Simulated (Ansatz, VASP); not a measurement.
**GaSb in VASP and in Ansatz**

Contents of POSCAR:

```
GaSb
1.0
    4.6886257806      0.0000000000      0.0000000000
   -2.3443128903      4.0604690349      0.0000000000
    0.0000000000      0.0000000000      5.9148461418
Ga Sb
2 2
Direct
    0.3333333333      0.6666666667      0.2500000000
    0.6666666667      0.3333333333      0.7500000000
    0.6666666667      0.3333333333      0.2500000000
    0.3333333333      0.6666666667      0.7500000000
```

File INCAR.step1:

```
PREC = Accurate
ENCUT = 520
ISMEAR = -1
SIGMA = 0.02
LREAL = False
LASPH = True
NELM = 80
NBANDS = 26
GGA = PE
ALGO = Normal
EDIFF = 1E-4
LWAVE = True
LCHARG = False
```

File INCAR.step2:

```
PREC = Accurate
ENCUT = 520
EDIFF = 1E-7
ISMEAR = -1
SIGMA = 0.02
LREAL = False
LASPH = True
NELM = 80
ALGO = Normal
ISIF = 2
LWAVE = False
LCHARG = False
METAGGA = R2SCAN
LMIXTAU = True
NBANDS = 26
ISTART = 1
```

Contents of KPOINTS:

```
regular mesh
0
Gamma
  2 2 2
```

Input for Ansatz:

```yaml
crystal:
  lattice:
    - [4.6886257806, 0.0, 0.0]
    - [-2.3443128903, 4.0604690349, 0.0]
    - [0.0, 0.0, 5.9148461418]
  atoms:
    - { symbol: Ga, position: [0.3333333333, 0.6666666667, 0.25] }
    - { symbol: Ga, position: [0.6666666667, 0.3333333333, 0.75] }
    - { symbol: Sb, position: [0.6666666667, 0.3333333333, 0.25] }
    - { symbol: Sb, position: [0.3333333333, 0.6666666667, 0.75] }
kpoints:
  mp_grid: { grid: [2, 2, 2] }
hamiltonian:
  xc: r2scan
scf:
  occupations: { method: fermi_dirac, width: 0.02 }
  n_extra_bands: 5
output:
  forces: true
  stress: true
  eigenvalues: true
```

Alike in both runs: task single point; functional r2SCAN; k mesh 2 × 2 × 2; occupations fermi-dirac, width 0.02 eV; no spin polarisation.

```csv
,VASP,Ansatz
version,VASP 6.6.1,Ansatz 0.2.0
potentials or method,"VASP PAW PBE potentials, release 64 (Ga_d, Sb)",plane waves
plane-wave cutoff (eV),520,500
valence electrons in the cell,36,56
```

Ansatz gave:

* pressure (GPa): 0.0
* traceless stress, the component that is largest in VASP (GPa): -15.52

Task: What did VASP give for the same quantities?

Result: Pressure (GPa): 0.0; traceless stress, the component that is largest in VASP (GPa): -15.62.

VASP's potentials were made for PBE, not for r2SCAN. VASP's potentials hold 36 valence electrons a cell and Ansatz's 56, so a difference there can come from the potentials and not from the codes.

The k mesh is coarse, so the values compare programs but aren't converged. Neither program's run includes spin-orbit coupling.
